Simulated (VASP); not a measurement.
# CsAgAs (P-6m2) in VASP: notebook, part 2 of 2

VASP 6.6.1.

## Step 3: Single point, PBE

This run uses another cell than the first one, of 33.84 Å³/atom, 1.113 times its volume.

The input, INCAR:

```
SYSTEM = CsAgAs
  PREC = Accurate
  ENCUT = 520
  EDIFF = 1E-7
  ISMEAR = -1
  SIGMA = 0.15
  LREAL = .False.
  LASPH = .True.
  NELM = 100
  ALGO = Normal
  ISIF = 2
  LWAVE = .False.
  LCHARG = .False.
  GGA = PE
  NBANDS = 20
```

The input, KPOINTS:

```
regular mesh
0
Gamma
  12 12 8
  0 0 0
```

The input, POSCAR:

```
CsAgAs
1.0
    4.4689339017      0.0000000000      0.0000000000
   -2.2344669508      3.8702102867      0.0000000000
    0.0000000000      0.0000000000      5.8700342356
Cs Ag As
1 1 1
Direct
    0.6666666667      0.3333333333      0.5000000000
    0.0000000000      0.0000000000      0.0000000000
    0.3333333333      0.6666666667      0.0000000000
```

Potentials or basis: VASP PAW PBE potentials, release 64 (Cs_sv, Ag, As).

Run with:

```
> cat potpaw_PBE.64/Cs_sv/POTCAR potpaw_PBE.64/Ag/POTCAR potpaw_PBE.64/As/POTCAR > POTCAR
> mpirun -np 1 vasp_std > vasp.out
```

OUTCAR:

```text
SYSTEM = CsAgAs
   PREC = Accurate
   ENCUT = 520
   EDIFF = 1E-7
   ISMEAR = -1
   LREAL = .False.
   LASPH = .True.
   NELM = 100
   ISIF = 2
   GGA = PE

 ion  position               nearest neighbor table
   1  0.667  0.333  0.500-
   2  0.000  0.000  0.000-   3 2.58   3 2.58   3 2.58
   3  0.333  0.667  0.000-   2 2.58   2 2.58   2 2.58

  LATTYP: Found a hexagonal cell.
 ALAT       =     4.4689339017
 C/A-ratio  =     1.3135200396

  Lattice vectors:

 A1 = (   4.4689339017,   0.0000000000,   0.0000000000)
 A2 = (  -2.2344669508,   3.8702102867,   0.0000000000)
 A3 = (   0.0000000000,   0.0000000000,   5.8700342356)

Analysis of symmetry for initial positions (statically):
=====================================================================
 Subroutine PRICEL returns:
 Original cell was already a primitive cell.

 Routine SETGRP: Setting up the symmetry group for a
 hexagonal supercell.

 Subroutine GETGRP returns: Found 12 space group operations
 (whereof 12 operations were pure point group operations)
 out of a pool of 24 trial point group operations.

The static configuration has the point symmetry D_3h.

Analysis of symmetry for dynamics (positions and initial velocities):
=====================================================================
 Subroutine PRICEL returns:
 Original cell was already a primitive cell.

 Routine SETGRP: Setting up the symmetry group for a
 hexagonal supercell.

 Subroutine GETGRP returns: Found 12 space group operations
 (whereof 12 operations were pure point group operations)
 out of a pool of 24 trial point group operations.

The dynamic configuration has the point symmetry D_3h.

[... 105 lines left out ...]
   NFREE  =      0    steps in history (QN), initial steepest desc. (CG)
   ISIF   =      2    stress and relaxation
   ISYM   =      2    0-nonsym 1-usesym 2-fastsym
   POTIM  = 0.5000    time-step for ionic-motion
   TEBEG  =    0.0;   TEEND  =   0.0 temperature during run
   PSTRESS=    0.0 pullay stress
   NELECT =      25.0000    total number of electrons
   NUPDOWN=      -1.0000    fix difference up-down
   EMIN   =  10.00;   EMAX   =-10.00  energy-range for DOS
   EFERMI =   0.00;   METHOD = LEGACY
   ISMEAR =    -1;   SIGMA  =   0.15  broadening in eV -4-tet -1-fermi 0-gaus
   EFERMI_NEDOS =   21; number of points for ismear=-14 and -15
   IALGO  =     38    algorithm
   IMIX   =      4    mixing-type and parameters
     AMIX     =   0.40;   BMIX     =  1.00
     AMIX_MAG =   1.60;   BMIX_MAG =  1.00
  volume/ion in A,a.u.               =      33.84       228.38
  Fermi-wavevector in a.u.,A,eV,Ry     =   1.026113  1.939072 14.325677  1.052908
  Thomas-Fermi vector in A             =   2.159989
   LORBIT       =      0    0 simple, 1 ext, 2 COOP (PROOUT), +10 PAW based schemes
   GGA     = PE    functional components
   LHFCALC =     F    Hartree Fock is set to
   AEXX    =    0.0000 exact exchange contribution
   IVDW    =     0    specifies the selected vdW correction
   LEPSILON=     F    determine dielectric tensor
   LRPA    =     F    only Hartree local field effects (RPA)
 non-spin polarized calculation
  energy-cutoff  :      520.00
  volume of cell :      101.53
 maximum number of plane-waves:      2764
 NGX is ok and might be reduce to    36
   NGX = 17   NGY = 17   NGZ = 21

 number of electron      24.9999998 magnetization

 Free energy of the ion-electron system (eV)
  ---------------------------------------------------
  ext. energy  EPLUGINS =         0.00000000
  ---------------------------------------------------
  free energy    TOTEN  =        -8.84831028 eV

  energy without entropy =       -8.69440972  energy(sigma->0) =       -8.77136000

 E-fermi :   2.5797     XC(G=0):  -8.6118

 val. band max:        2.5772166190   @ k =   0.3333   0.2500   0.5000
 cond. band min:       2.5875088919   @ k =   0.0833   0.0833   0.3750
 fundamental gap:      0.0102922729
 Fermi energy:         2.5797134850

 k-point     1 :       0.0000    0.0000    0.0000
  band No.  band energies     occupation
      1     -19.2925      2.00000
      2      -7.5826      2.00000
      3      -6.1445      2.00000
      4      -5.8963      2.00000
      5      -5.8963      2.00000
      6      -2.2543      2.00000
[... 541 lines left out ...]
     19       9.1367      0.00000
     20       9.2195      0.00000

 [... further k-points ...]
[... 5 lines left out ...]
  --------------------------------------------------------------------------------------
  -------------------------------------------------------------------------------------
  Total        0.0258355      0.0258355      0.0133479      0.0000000      0.0000000     -0.0000000
  in kB        0.4077079      0.4077079      0.2106416      0.0000000      0.0000000     -0.0000000
  external PRESSURE =       0.3420191 kB  Pullay stress =       0.0000000 kB

 VOLUME and BASIS-vectors are now :
 -----------------------------------------------------------------------------
  energy-cutoff  :      520.00
  volume of cell :      101.53
      direct lattice vectors                 reciprocal lattice vectors
     4.468933902  0.000000000  0.000000000     0.223767015  0.129191946  0.000000000
    -2.234466951  3.870210287  0.000000000     0.000000000  0.258383893  0.000000000
     0.000000000  0.000000000  5.870034236     0.000000000  0.000000000  0.170356758

 POSITION                                       TOTAL-FORCE (eV/Angst)
 -----------------------------------------------------------------------------------
      2.23447      1.29007      2.93502         0.000000      0.000000      0.000000
      0.00000      0.00000      0.00000         0.000000     -0.000000      0.000000
     -0.00000      2.58014      0.00000        -0.000000     -0.000000      0.000000
 -----------------------------------------------------------------------------------
    total drift:                                0.000000     -0.000000     -0.000000

  FREE ENERGIE OF THE ION-ELECTRON SYSTEM (eV)
  ---------------------------------------------------
  free  energy   TOTEN  =        -8.8483102820 eV

  energy  without entropy=       -8.6944097185  energy(sigma->0) =       -8.77136000
```

Run time: 1.8 min. Hardware: 1 thread of AMD EPYC 9R45 (Zen 5), shared host; peak memory 0.36 GiB.

What came out:

| Item | Value |
| --- | --- |
| Free energy | -8.8483 eV |
| Pressure | 0.0 GPa |

Levels at points of the mesh, in eV from the Fermi level:
```csv
k point,band 9,band 10,band 11,band 12,band 13,band 14,band 15,band 16,band 17,band 18
"(0.00, 0.00, 0.00)",-3.95,-3.88,-0.72,1.18,1.23,1.23,2.39,5.01,5.01,6.31
"(0.50, 0.00, 0.00)",-3.99,-3.89,-2.84,-0.39,-0.38,2.38,3.36,3.82,5.56,6.01
"(0.00, 0.00, 0.50)",-3.94,-3.75,-1.88,1.34,1.34,2.33,2.94,4.66,4.66,5.01
"(0.50, 0.00, 0.50)",-3.95,-3.80,-2.77,-0.59,-0.12,1.98,3.42,5.00,5.57,6.80
```

Caveat: spin-orbit coupling is left out, which moves the levels of the heavy elements.
